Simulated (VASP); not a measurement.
A run of VASP 6.6.1:

The input INCAR:

```
ALGO = Normal
EDIFF = 1E-6
ENCUT = 520
GGA = PE
ISIF = 2
ISMEAR = 0
ISPIN = 2
LASPH = T
LCHARG = F
LMAXMIX = 4
LORBIT = 11
LREAL = F
LWAVE = F
MAGMOM = 0.05 0.05 0 0 0 0
NBANDS = 39
NELM = 150
PREC = Accurate
SIGMA = 0.05
```

Contents of KPOINTS:

```
k-points
0
Gamma
  10 10 2
```

File POSCAR:

```
WSe2
1.0
    3.3215164955      0.0000000000      0.0000000000
   -1.6607582477      2.8765176642      0.0000000000
    0.0000000000      0.0000000000     16.3297865374
W Se
2 4
Direct
    0.3333333333      0.6666666667      0.2500000000
    0.6666666667      0.3333333333      0.7500000000
    0.3333333333      0.6666666667      0.6472613369
    0.6666666667      0.3333333333      0.1472613369
    0.3333333333      0.6666666667      0.8527386631
    0.6666666667      0.3333333333      0.3527386631
```

Potentials or basis: VASP PAW PBE potentials, release 64 (W_sv, Se).

Launch:

```console
$ cat potpaw_PBE.64/W_sv/POTCAR potpaw_PBE.64/Se/POTCAR > POTCAR
$ mpirun -np 1 vasp_std > vasp.out
```

Hardware: 1 thread of Intel(R) Xeon(R) 6975P-C (Granite Rapids) (shared host).

**Question.** Estimate the wall time of this run.

**Answer.** It took 4.6 min on 1 thread of Intel(R) Xeon(R) 6975P-C (Granite Rapids), with other jobs on the host, peak memory 0.51 GiB. Counts: scf iterations 17, k points 28.
